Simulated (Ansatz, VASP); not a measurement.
**C in VASP and in Ansatz**

File INCAR:

```
ALGO     = Normal         # electronic algorithm
EDIFF    = 1E-6           # SCF threshold, eV
ENCUT    = 600            # plane-wave cutoff, eV
GGA      = PE             # functional
GGA_COMPAT= F            
ISIF     = 2              # what is computed and relaxed
ISMEAR   = 0              # smearing method
LASPH    = T              # aspherical terms in the spheres
LCHARG   = F              # write CHGCAR
LREAL    = F              # projectors in reciprocal space
LWAVE    = F              # write WAVECAR
NBANDS   = 11             # bands
NELM     = 120            # most SCF steps
PREC     = Accurate       # precision mode
SIGMA    = 0.02           # smearing width, eV
```

Contents of KPOINTS:

```
k-points
0
Gamma
  12 12 12
```

POSCAR

```
C
1.0
    0.0000000000      1.7305285553      1.7305285553
    1.7305285553      0.0000000000      1.7305285553
    1.7305285553      1.7305285553      0.0000000000
C
2
Direct
    0.0000000000      0.0000000000      0.0000000000
    0.2500000000      0.2500000000      0.2500000000
```

Input for Ansatz:

```yaml
crystal:
  lattice:
    - [0.0, 1.7305285553, 1.7305285553]
    - [1.7305285553, 0.0, 1.7305285553]
    - [1.7305285553, 1.7305285553, 0.0]
  atoms:
    - { symbol: C, position: [0.0, 0.0, 0.0] }
    - { symbol: C, position: [0.25, 0.25, 0.25] }
basis:
  ecutwfc: 420
kpoints:
  mp_grid: { grid: [12, 12, 12] }
hamiltonian:
  xc: pbe
scf:
  occupations: { method: gaussian, width: 0.02 }
  mixing: { beta: 0.2 }
  n_extra_bands: 16
output:
  forces: true
  stress: true
  eigenvalues: true
```

Alike in both runs: task single point; functional PBE; k mesh 12 × 12 × 12; occupations gaussian, width 0.02 eV; no spin polarisation.

|  | VASP | Ansatz |
| --- | --- | --- |
| version | VASP 6.6.1 | Ansatz 0.2.0 |
| potentials or method | VASP PAW PBE potentials, release 64 (C), cutoff 600 eV | scalar-relativistic, plane waves, PAW |
| valence electrons in the cell | 8 | 8 |

|  | VASP | Ansatz | Ansatz less VASP |
| --- | --- | --- | --- |
| gap on the k mesh at the Fermi level (eV) | 4.36 | 4.37 | +0.009 |
| least direct gap on the mesh (eV) | 5.84 | 5.85 | +0.007 |
